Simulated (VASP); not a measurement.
Write the native input for VASP 6.6.1 that does the following.

| Property | Result |
| --- | --- |
| Task | dielectric tensor |
| Functional | r2SCAN |
| Potentials or basis | VASP PAW PBE potentials, release 64 (Pb_d, S) |
| Cutoff | 520 eV |
| k mesh | 6 × 6 × 6 |
| Occupations | gaussian, width 0.01 eV |
| Spin | no spin polarisation |
| Dipole correction | no |
| Further INCAR settings | ALGO = Normal; EDIFF = 1e-08 |

The structure of PbS lies in POSCAR:

```
PbS
1.0
    0.0000000000      3.1067219832      3.1067219832
    3.1067219832      0.0000000000      3.1067219832
    3.1067219832      3.1067219832      0.0000000000
Pb S
1 1
Direct
    0.0000000000      0.0000000000      0.0000000000
    0.5000000000      0.5000000000      0.5000000000
```

This cell differs from its parent crystal: strain +4.0%.

One way to write it, as run:

INCAR

```
SYSTEM = PbS
  ALGO = Normal
  EDIFF = 1E-8
  ENCUT = 520
  ISIF = 2
  ISMEAR = 0
  LASPH = .True.
  LCALCEPS = .True.
  LCHARG = .False.
  LMIXTAU = .True.
  LREAL = .False.
  LWAVE = .False.
  METAGGA = R2SCAN
  NELM = 60
  PREC = Accurate
  SIGMA = 0.01
```

KPOINTS

```
k-points
0
Gamma
  6 6 6
  0 0 0
```

Potentials or basis: VASP PAW PBE potentials, release 64 (Pb_d, S).

Launch:

```bash
$ cat potpaw_PBE.64/Pb_d/POTCAR potpaw_PBE.64/S/POTCAR > POTCAR
$ mpirun -np 1 vasp_std > vasp.out
```

It gave:

```
Band gap on the k mesh                  : 1.05 eV
Electronic dielectric tensor (diagonal) : 12.08
Born charges (mean of the diagonal)     : Pb +4.34; S -4.34 e
```

Caveat: the cell differs from its parent crystal (strain +4.0%); spin-orbit coupling is left out, which moves the levels of the heavy elements.

Run time: 54 min on 1 thread of AMD EPYC 9R45 96-Core Processor (Zen 5), with other jobs on the host, peak memory 0.39 GiB.
